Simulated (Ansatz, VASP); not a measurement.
## Rh: VASP beside Ansatz

Contents of INCAR:

```
ALGO = Fast
EDIFF = 1E-6
ENCUT = 520
GGA = PS
ISIF = 2
ISMEAR = 0
LASPH = True
LCHARG = False
LREAL = False
LWAVE = False
NBANDS = 22
NELM = 60
PREC = Accurate
SIGMA = 0.15
```

File KPOINTS:

```
k-points
0
Gamma
  18 18 12
```

POSCAR

```
Rh
1.0
    2.7309790422      0.0341372380      0.0000000000
   -1.3359258058      2.3480286088      0.0000000000
    0.0000000000      0.0000000000      4.4284890000
Rh
2
Direct
    0.6666666667      0.3333333333      0.7500000000
    0.3333333333      0.6666666667      0.2500000000
```

Input for Ansatz:

```yaml
crystal:
  lattice:
    - [2.7309790422, 0.034137238, 0.0]
    - [-1.3359258058, 2.3480286088, 0.0]
    - [0.0, 0.0, 4.428489]
  atoms:
    - { symbol: Rh, position: [0.6666666667, 0.3333333333, 0.75] }
    - { symbol: Rh, position: [0.3333333333, 0.6666666667, 0.25] }
basis:
  ecutwfc: 420
kpoints:
  mp_grid: { grid: [18, 18, 12] }
hamiltonian:
  xc: pbesol
scf:
  occupations: { method: gaussian, width: 0.15 }
output:
  forces: true
  stress: true
  eigenvalues: true
```

Change from the starting cell: strain +0.0250 x Voigt [0, 0, 0, 0, 0, 1], atoms carried along.

Alike in both runs: task single point; functional PBEsol; k mesh 18 × 18 × 12; occupations gaussian, width 0.15 eV; no spin polarisation.

|  | VASP | Ansatz |
| --- | --- | --- |
| version | VASP 6.6.1 | Ansatz 0.2.0 |
| potentials or method | VASP PAW PBE potentials, release 64 (Rh_pv), cutoff 520 eV | scalar-relativistic, plane waves, PAW |
| valence electrons in the cell | 30 | 34 |

```csv
,VASP,Ansatz,Ansatz less VASP
gap on the k mesh at the Fermi level (eV),none,none,-
pressure (GPa),-13.5,-13.5,-0.06
"traceless stress, the component that is largest in VASP (GPa)",-3.29,-3.30,-0.007
rms of the force components (eV/Å),0.026,0.026,-0.0001
```

VASP's potentials were made for PBE, not for PBEsol. Atom by atom the forces differ by 0.000 eV/Å (rms over components). A gap of «none» marks a metal or a gap that the smearing closes. VASP's potentials hold 30 valence electrons a cell and Ansatz's 34, so a difference there can come from the potentials and not from the codes.
